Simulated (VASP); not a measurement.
Wanted: the native input for a VASP 6.6.1 run.

```
Task                   : single point
Functional             : PBE
Potentials or basis    : VASP PAW PBE potentials, release 64 (Si, W_sv)
Cutoff                 : 520 eV
k mesh                 : 20 × 20 × 20
Occupations            : gaussian, width 0.1 eV
Spin                   : no spin polarisation
Dipole correction      : no
Further INCAR settings : ALGO = Normal; EDIFF = 1e-06; NBANDS = 18
```

The structure of Si2W lies in POSCAR:

```
Si2W
1.0
   -1.6145193850      1.6145193850      3.9334275705
    1.6145193850     -1.6145193850      3.9334275705
    1.6145193850      1.6145193850     -3.9334275705
Si W
2 1
Direct
    0.3345271476      0.3345271476      0.0000000000
    0.6654728524      0.6654728524      0.0000000000
    0.0000000000      0.0000000000      0.0000000000
```

These files were run (other wordings do the same):

INCAR

```
PREC = Accurate
ENCUT = 520
EDIFF = 1E-6
ISMEAR = 0
SIGMA = 0.1
LREAL = False
LASPH = True
NELM = 60
ALGO = Normal
ISIF = 2
LWAVE = False
LCHARG = False
GGA = PE
NBANDS = 18
```

KPOINTS

```
regular mesh
0
Gamma
  20 20 20
```

Potentials or basis: VASP PAW PBE potentials, release 64 (Si, W_sv).

The run is started by

```console
$ cat potpaw_PBE.64/Si/POTCAR potpaw_PBE.64/W_sv/POTCAR > POTCAR
$ mpirun -np 1 vasp_std > vasp.out
```

Results of the run:

```json
{
 "Pressure": "0.1 GPa",
 "Largest force": "0.006 eV/Å",
 "Band gap on the k mesh": "zero (bands 11 and 12 overlap by 1.29 eV)"
}
```

Caveat: spin-orbit coupling is left out, which moves the levels of the heavy elements.

It took 6.5 min on 1 thread of Intel Xeon 6975P-C, with other jobs on the host, peak memory 0.56 GiB.
